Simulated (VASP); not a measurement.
# NbH (I4/mmm) in VASP: further runs, part 2 of 2

VASP 6.6.1.

## (4) Single point, PBEsol (biaxial strain in the a-b plane: +6.0 %, then relaxed in part)

INCAR reads:

```
SYSTEM = NbH
PREC = Accurate ; ENCUT = 520
EDIFF = 1E-7 ; ISMEAR = 0
SIGMA = 0.1 ; LREAL = .FALSE.
LASPH = .TRUE. ; NELM = 60
ALGO = Normal ; ISIF = 2
LWAVE = .FALSE. ; LCHARG = .FALSE.
GGA = PS ; NBANDS = 22
```

KPOINTS reads:

```
Automatic mesh
0
G
  14 14 12
  0 0 0
```

POSCAR reads:

```
NbH
1.0
    3.3683140745      0.0000000000      0.0000000000
    0.0000000000      3.3683140745      0.0000000000
    0.0000000000      0.0000000000      3.7534776143
Nb H
2 2
Direct
    0.0000000000      0.0000000000      0.0000000000
    0.5000000000      0.5000000000      0.5000000000
    0.0000000000      0.0000000000      0.5000000000
    0.5000000000      0.5000000000      0.0000000000
```

Command:

```console
> cat potpaw_PBE.64/Nb_sv/POTCAR potpaw_PBE.64/H/POTCAR > POTCAR
> mpirun -np 1 vasp_std > vasp.out
```

It took 1.7 min on 1 thread of AMD EPYC 9R45 (Zen 5), shared host; peak memory 0.28 GiB.

Results (log left out):

```yaml
Free_energy: -29.0286 eV
Pressure: -11.7 GPa
Band_gap_on_the_k_mesh: zero (bands 14 and 15 overlap by 1.07 eV)
```

Stress tensor (GPa, compression positive):
```
-17.39   0.00   0.00
  0.00 -17.39   0.00
  0.00   0.00  -0.36
```

Levels at points of the mesh, in eV from the Fermi level:
```csv
k point,band 11,band 12,band 13,band 14,band 15,band 16,band 17,band 18
"(0.00, 0.00, 0.00)",-3.72,-0.83,-0.83,0.08,0.66,1.23,3.50,3.81
"(0.50, 0.00, 0.00)",-2.57,-2.57,-0.72,-0.72,-0.18,-0.18,1.13,1.13
"(0.50, 0.50, 0.00)",-2.86,-2.86,0.58,0.58,1.92,1.92,2.89,2.89
"(0.00, 0.00, 0.50)",-1.79,-1.79,0.05,0.05,0.05,0.05,0.93,0.93
"(0.50, 0.00, 0.50)",-4.35,-4.35,-2.09,-2.09,0.47,0.47,2.48,2.48
"(0.50, 0.50, 0.50)",-2.06,-2.06,-2.06,-2.06,1.23,1.23,2.94,2.94
```

Caveat: the cell differs from its parent crystal (biaxial strain in the a-b plane: +6.0 %, then relaxed in part); the stress differs along the axes, from -17 to -0 GPa; the PAW data sets were made with another functional, which shifts forces and pressure a little.

## (5) Single point, PBEsol (biaxial strain in the a-b plane: +6.0 %)

INCAR reads:

```
SYSTEM = NbH
PREC = Accurate
ENCUT = 520
EDIFF = 1E-7
ISMEAR = 0
SIGMA = 0.1
LREAL = .FALSE.
LASPH = .TRUE.
NELM = 100
ALGO = Normal
ISIF = 2
LWAVE = .FALSE.
LCHARG = .FALSE.
GGA = PS
NBANDS = 22
```

KPOINTS is that of step 4.

Changes to POSCAR since step 4:

```diff
@@ -4,3 +4,3 @@
     0.0000000000      3.3683140745      0.0000000000
-    0.0000000000      0.0000000000      3.7534776143
+    0.0000000000      0.0000000000      3.7623337273
 Nb H
```

Potentials or basis: VASP PAW PBE potentials, release 64 (Nb_sv, H).

Command:

```console
> cat potpaw_PBE.64/Nb_sv/POTCAR potpaw_PBE.64/H/POTCAR > POTCAR
> mpirun -np 1 vasp_std > vasp.out
```

OUTCAR:

```text
SYSTEM = NbH
   PREC = Accurate
   ENCUT = 520
   EDIFF = 1E-7
   ISMEAR = 0
   LREAL = .FALSE.
   LASPH = .TRUE.
   NELM = 100
   ISIF = 2
   GGA = PS

 ion  position               nearest neighbor table
   1  0.000  0.000  0.000-   3 1.88   3 1.88   2 3.04   2 3.04   2 3.04   2 3.04   2 3.04   2 3.04
                             2 3.04   2 3.04
   2  0.500  0.500  0.500-   4 1.88   4 1.88   1 3.04   1 3.04   1 3.04   1 3.04   1 3.04   1 3.04
                             1 3.04   1 3.04
   3  0.000  0.000  0.500-   1 1.88   1 1.88
   4  0.500  0.500  0.000-   2 1.88   2 1.88

  LATTYP: Found a simple tetragonal cell.
 ALAT       =     3.3683140745
 C/A-ratio  =     1.1169782996

  Lattice vectors:

 A1 = (   3.3683140745,   0.0000000000,   0.0000000000)
 A2 = (   0.0000000000,   3.3683140745,   0.0000000000)
 A3 = (   0.0000000000,   0.0000000000,   3.7623337273)

Analysis of symmetry for initial positions (statically):
=====================================================================
 Subroutine PRICEL returns following result:

  LATTYP: Found a body centered tetragonal cell.
 ALAT       =     3.3683140745
 C/A-ratio  =     1.1169782996

  Lattice vectors:

[... 190 lines left out ...]
 cond. band min:      10.4561527203   @ k =   0.4286   0.0000   0.1667
 fundamental gap:      0.0110982732
 Fermi energy:        10.4513445937

 k-point     1 :       0.0000    0.0000    0.0000
  band No.  band energies     occupation
      1     -44.8004      2.00000
      2     -44.5847      2.00000
      3     -21.1782      2.00000
      4     -20.9150      2.00000
      5     -20.9150      2.00000
      6     -20.4926      2.00000
[... 589 lines left out ...]
     21      18.5901      0.00000
     22      20.3134      0.00000

 [... further k-points ...]

------------------------ aborting loop because EDIFF is reached ----------------------------------------

  FORCE on cell =-STRESS in cart. coord.  units (eV):
  Direction    XX          YY          ZZ          XY          YZ          ZX
  --------------------------------------------------------------------------------------
  -------------------------------------------------------------------------------------
  Total       -4.6812367     -4.6812367     -0.3570479      0.0000000      0.0000000     -0.0000000
  in kB     -175.7068565   -175.7068565    -13.4015350      0.0000000      0.0000000     -0.0000000
  external PRESSURE =    -121.6050827 kB  Pullay stress =       0.0000000 kB

 VOLUME and BASIS-vectors are now :
 -----------------------------------------------------------------------------
  energy-cutoff  :      520.00
  volume of cell :       42.69
      direct lattice vectors                 reciprocal lattice vectors
     3.368314075  0.000000000  0.000000000     0.296884429  0.000000000  0.000000000
     0.000000000  3.368314075  0.000000000     0.000000000  0.296884429  0.000000000
     0.000000000  0.000000000  3.762333727     0.000000000  0.000000000  0.265792477

 POSITION                                       TOTAL-FORCE (eV/Angst)
 -----------------------------------------------------------------------------------
      0.00000      0.00000      0.00000        -0.000000      0.000000      0.000000
      1.68416      1.68416      1.88117         0.000000     -0.000000     -0.000000
      0.00000      0.00000      1.88117        -0.000000      0.000000      0.000000
      1.68416      1.68416      0.00000        -0.000000      0.000000      0.000000
 -----------------------------------------------------------------------------------
    total drift:                                0.000000      0.000000      0.000000

  FREE ENERGIE OF THE ION-ELECTRON SYSTEM (eV)
  ---------------------------------------------------
  free  energy   TOTEN  =       -29.0281286864 eV

  energy  without entropy=      -29.0206600738  energy(sigma->0) =      -29.02439438
```

stdout:

```text
POSCAR found type information on POSCAR NbH
 POSCAR found :  2 types and       4 ions
 scaLAPACK will be used
 -----------------------------------------------------------------------------
|                                                                             |
|                                                                             |
|     You enforced a specific xc type in the INCAR file but a different       |
|     I HOPE YOU KNOW WHAT YOU ARE DOING!                                     |
|                                                                             |
 -----------------------------------------------------------------------------

 LDA part: xc-table for (Slater+PW92), standard interpolation
 POSCAR, INCAR and KPOINTS ok, starting setup
 FFT: planning ... GRIDC
 FFT: planning ... GRID_SOFT
 FFT: planning ... GRID
 WAVECAR not read
 entering main loop
```

Run time: 1.8 min. Hardware: 1 thread of AMD EPYC 9R45 (Zen 5), shared host; peak memory 0.28 GiB.

What came out:

| Property | Result |
| --- | --- |
| Free energy | -29.0281 eV |
| Pressure | -12.2 GPa |
| Band gap on the k mesh | zero (bands 14 and 15 overlap by 1.06 eV) |

Levels at points of the mesh, in eV from the Fermi level:
| k point | band 12 | band 13 | band 14 | band 15 | band 16 | band 17 |
| --- | --- | --- | --- | --- | --- | --- |
| (0.00, 0.00, 0.00) | -0.82 | -0.82 | 0.10 | 0.69 | 1.21 | 3.48 |
| (0.50, 0.00, 0.00) | -2.57 | -0.73 | -0.73 | -0.17 | -0.17 | 1.13 |
| (0.50, 0.50, 0.00) | -2.86 | 0.58 | 0.58 | 1.94 | 1.94 | 2.89 |
| (0.00, 0.00, 0.50) | -1.79 | 0.06 | 0.06 | 0.06 | 0.06 | 0.90 |
| (0.50, 0.00, 0.50) | -4.34 | -2.07 | -2.07 | 0.45 | 0.45 | 2.48 |
| (0.50, 0.50, 0.50) | -2.06 | -2.06 | -2.06 | 1.21 | 1.21 | 2.94 |

Caveat: the cell differs from its parent crystal (biaxial strain in the a-b plane: +6.0 %); the stress differs along the axes, from -18 to -1 GPa; the PAW data sets were made with another functional, which shifts forces and pressure a little.

## (6) Overview

| cell | gap on the mesh (eV) | pressure (GPa) |
| --- | --- | --- |
| a = 3.305, b = 3.305, c = 3.787 Å, 4 atoms | none | -8.1 |
| a = 3.305, b = 3.305, c = 3.809 Å, 4 atoms | none | -9.2 |
| a = 3.368, b = 3.368, c = 3.753 Å, 4 atoms | none | -11.7 |
| a = 3.368, b = 3.368, c = 3.762 Å, 4 atoms | none | -12.2 |

Alike in all rows: task single point; level PBEsol; potentials or basis VASP PAW PBE potentials, release 64 (Nb_sv, H); no spin polarisation; k mesh 14 × 14 × 12; cutoff (eV) 520; smearing gaussian 0.1 eV.

Caveats: the PAW data sets were made with another functional, which shifts forces and pressure a little; the stress differs along the axes, from -12 to -0 GPa (at least some runs); the stress differs along the axes, from -12 to -3 GPa (at least some runs); the stress differs along the axes, from -17 to -0 GPa (at least some runs); the stress differs along the axes, from -18 to -1 GPa (at least some runs).

Total energies depend on the potentials used, so only differences within one code and one set of settings carry meaning.
